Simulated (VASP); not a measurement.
# AgCl (Immm) in VASP: further runs, part 3 of 3

VASP 6.6.1. The steps go on from the part before.

## (6) Single point, r2SCAN (strain +0.0150 x Voigt [0, 0, 0, 1, 0, 0])

The input, POSCAR:

```
AgCl
1.0
    0.0000000000      2.7939486250      2.7939486250
    2.7731500000      0.0207986250      2.7731500000
    2.7731500000      2.7731500000      0.0207986250
Ag Cl
1 1
Direct
    0.5000000000      0.5000000000      0.5000000000
    0.0000000000      0.0000000000      0.0000000000
```

The input, INCAR.step1:

```
SYSTEM = AgCl
  ALGO = Normal
  EDIFF = 1E-5
  ENCUT = 550
  GGA = PE
  GGA_COMPAT = .FALSE.
  ISMEAR = 0
  LASPH = .TRUE.
  LCHARG = .FALSE.
  LREAL = .FALSE.
  LWAVE = .TRUE.
  NBANDS = 16
  NELM = 120
  PREC = Accurate
  SIGMA = 0.05
```

The input, INCAR.step2:

```
SYSTEM = AgCl
  ALGO = Normal
  EDIFF = 1E-6
  ENCUT = 550
  GGA_COMPAT = .FALSE.
  ISIF = 2
  ISMEAR = 0
  ISTART = 1
  LASPH = .TRUE.
  LCHARG = .FALSE.
  LMIXTAU = .TRUE.
  LREAL = .FALSE.
  LWAVE = .FALSE.
  METAGGA = R2SCAN
  NBANDS = 16
  NELM = 120
  PREC = Accurate
  SIGMA = 0.05
```

The input, KPOINTS:

```
k-points
0
G
  8 8 8
  0 0 0
```

Potentials or basis: VASP PAW PBE potentials, release 64 (Ag, Cl).

Run with:

```sh
$ cat potpaw_PBE.64/Ag/POTCAR potpaw_PBE.64/Cl/POTCAR > POTCAR
$ cp INCAR.step1 INCAR
$ mpirun -np 1 vasp_std > vasp.out
$ cp INCAR.step2 INCAR
$ mpirun -np 1 vasp_std > vasp.out
```

Wall time 1.9 min (1 thread of Intel Xeon 6975P-C (Granite Rapids), shared host); peak memory 0.21 GiB.

Results (log left out):

* Free energy: -28.6432 eV
* Pressure: -0.1 GPa
* Band gap on the k mesh: 1.41 eV, indirect (least direct gap 3.69 eV)

Stress tensor (GPa, compression positive):
```
-0.11  0.00  0.00
 0.00 -0.10 -0.08
 0.00 -0.08 -0.10
```

Levels at points of the mesh, in eV from the valence-band top:
```tsv
k point	band 7	band 8	band 9	band 10	band 11	band 12
(0.00, 0.00, 0.00)	-2.42	-2.40	-2.39	1.41	11.23	11.32
(0.50, 0.00, 0.00)	-1.78	-0.03	-0.01	4.72	7.11	8.27
(0.00, 0.50, 0.00)	-1.76	-0.02	0.00	4.66	7.18	8.17
(0.50, 0.50, 0.00)	-1.97	-1.97	-1.86	2.92	8.33	9.22
(0.00, 0.50, 0.50)	-1.97	-1.97	-1.86	2.91	8.34	9.23
```

Caveat: the cell differs from its parent crystal (strain +0.0150 x Voigt [0, 0, 0, 1, 0, 0]); the PAW data sets were made with another functional, which shifts forces and pressure a little. A k mesh can miss the band edges.

## (7) Single point, r2SCAN (strain +0.0050 x Voigt [0, 0, 0, 1, 0, 0])

The input, POSCAR:

```
AgCl
1.0
    0.0000000000      2.7800828750      2.7800828750
    2.7731500000      0.0069328750      2.7731500000
    2.7731500000      2.7731500000      0.0069328750
Ag Cl
1 1
Direct
    0.5000000000      0.5000000000      0.5000000000
    0.0000000000      0.0000000000      0.0000000000
```

The input, INCAR.step1:

```
SYSTEM = AgCl
PREC = Accurate
ENCUT = 550
ISMEAR = 0
SIGMA = 0.05
LREAL = .False.
LASPH = .True.
NELM = 120
NBANDS = 16
GGA = PE
ALGO = Normal
EDIFF = 1E-5
LWAVE = .True.
LCHARG = .False.
GGA_COMPAT = .False.
```

The input, INCAR.step2:

```
SYSTEM = AgCl
PREC = Accurate
ENCUT = 550
EDIFF = 1E-6
ISMEAR = 0
SIGMA = 0.05
LREAL = .False.
LASPH = .True.
NELM = 120
ALGO = Normal
ISIF = 2
LWAVE = .False.
LCHARG = .False.
METAGGA = R2SCAN
LMIXTAU = .True.
NBANDS = 16
ISTART = 1
GGA_COMPAT = .False.
```

The input, KPOINTS:

```
regular mesh
0
Gamma
  8 8 8
  0 0 0
```

Potentials or basis: VASP PAW PBE potentials, release 64 (Ag, Cl).

Run with:

```sh
$ cat potpaw_PBE.64/Ag/POTCAR potpaw_PBE.64/Cl/POTCAR > POTCAR
$ cp INCAR.step1 INCAR
$ mpirun -np 1 vasp_std > vasp.out
$ cp INCAR.step2 INCAR
$ mpirun -np 1 vasp_std > vasp.out
```

OUTCAR:

```text
SYSTEM = AgCl
   PREC = Accurate
   ENCUT = 550
   EDIFF = 1E-6
   ISMEAR = 0
   LREAL = .False.
   LASPH = .True.
   NELM = 120
   ISIF = 2
   METAGGA = R2SCAN
   ISTART = 1

 ion  position               nearest neighbor table
   1  0.500  0.500  0.500-   2 2.77   2 2.77   2 2.77   2 2.77   2 2.77   2 2.77
   2  0.000  0.000  0.000-   1 2.77   1 2.77   1 2.77   1 2.77   1 2.77   1 2.77

  LATTYP: Found a body centered orthorhombic cell.
 ALAT       =     3.9120217746
 B/A-ratio  =     1.0050125313
 C/A-ratio  =     1.4177579573

  Lattice vectors:

 A1 = (  -2.7731500000,   2.7731500000,   0.0069328750)
[... 627 lines left out ...]
      5       1.0427      2.00000
      6       1.4371      2.00000
[... 8 lines left out ...]
     15      18.8560      0.00000
     16      19.9992      0.00000

 [... further k-points ...]
[... 5 lines left out ...]
  --------------------------------------------------------------------------------------
  -------------------------------------------------------------------------------------
  Total       -0.0277996     -0.0276815     -0.0276815      0.0000000     -0.0071929      0.0000000
  in kB       -1.0442453     -1.0398058     -1.0398058      0.0000000     -0.2701906      0.0000000
  external PRESSURE =      -1.0412856 kB  Pullay stress =       0.0000000 kB

 VOLUME and BASIS-vectors are now :
 -----------------------------------------------------------------------------
  energy-cutoff  :      550.00
  volume of cell :       42.65
      direct lattice vectors                 reciprocal lattice vectors
     0.000000000  2.780082875  2.780082875    -0.180300380  0.179850754  0.179850754
     2.773150000  0.006932875  2.773150000     0.180300380 -0.180752261  0.180752261
     2.773150000  2.773150000  0.006932875     0.180300380  0.180752261 -0.180752261

 POSITION                                       TOTAL-FORCE (eV/Angst)
 -----------------------------------------------------------------------------------
      2.77315      2.78008      2.78008         0.000000     -0.000000      0.000000
      0.00000      0.00000      0.00000         0.000000      0.000000     -0.000000
 -----------------------------------------------------------------------------------
    total drift:                                0.000000      0.000000      0.000000

  FREE ENERGIE OF THE ION-ELECTRON SYSTEM (eV)
  ---------------------------------------------------
  free  energy   TOTEN  =       -28.6433113231 eV

  energy  without entropy=      -28.6433113231  energy(sigma->0) =      -28.64331132
```

OUTCAR.step1:

```text
SYSTEM = AgCl
   PREC = Accurate
   ENCUT = 550
   ISMEAR = 0
   LREAL = .False.
   LASPH = .True.
[... 679 lines left out ...]
      2.77315      2.78008      2.78008         0.000000     -0.000000      0.000000
      0.00000      0.00000      0.00000        -0.000000      0.000000     -0.000000
 -----------------------------------------------------------------------------------
    total drift:                                0.000000      0.000000      0.000000

  FREE ENERGIE OF THE ION-ELECTRON SYSTEM (eV)
  ---------------------------------------------------
  free  energy   TOTEN  =        -5.3942300054 eV

  energy  without entropy=       -5.3942300054  energy(sigma->0) =       -5.39423001
```

Run time: 1.9 min. Hardware: 1 thread of Intel Xeon 6975P-C (Granite Rapids), shared host; peak memory 0.21 GiB.

Results:

```yaml
Free_energy: -28.6433 eV
Pressure: -0.1 GPa
Band_gap_on_the_k_mesh: 1.42 eV, indirect (least direct gap 3.70 eV)
```

Caveat: the cell differs from its parent crystal (strain +0.0050 x Voigt [0, 0, 0, 1, 0, 0]); the PAW data sets were made with another functional, which shifts forces and pressure a little. A k mesh can miss the band edges.

## (8) The runs side by side

```csv
cell,gap on the mesh (eV),pressure (GPa)
"a = 3.883, b = 3.922, c = 3.922 Å, angles 60.7, 60.3, 60.3°, 2 atoms",1.40,-0.1
"a = 3.941, b = 3.922, c = 3.922 Å, angles 59.7, 59.8, 59.8°, 2 atoms",1.41,-0.1
"a = 3.990, b = 3.922, c = 3.922 Å, angles 58.8, 59.4, 59.4°, 2 atoms",1.39,-0.1
"a = 3.971, b = 3.922, c = 3.922 Å, angles 59.2, 59.6, 59.6°, 2 atoms",1.40,-0.1
"a = 3.951, b = 3.922, c = 3.922 Å, angles 59.5, 59.8, 59.8°, 2 atoms",1.41,-0.1
"a = 3.932, b = 3.922, c = 3.922 Å, angles 59.8, 59.9, 59.9°, 2 atoms",1.42,-0.1
```

Alike in all rows: task single point; level r2SCAN; potentials or basis VASP PAW PBE potentials, release 64 (Ag, Cl); no spin polarisation; k mesh 8 × 8 × 8; cutoff (eV) 550; smearing gaussian 0.05 eV.

Caveats: the PAW data sets were made with another functional, which shifts forces and pressure a little.

Total energies depend on the potentials used, so only differences within one code and one set of settings carry meaning.
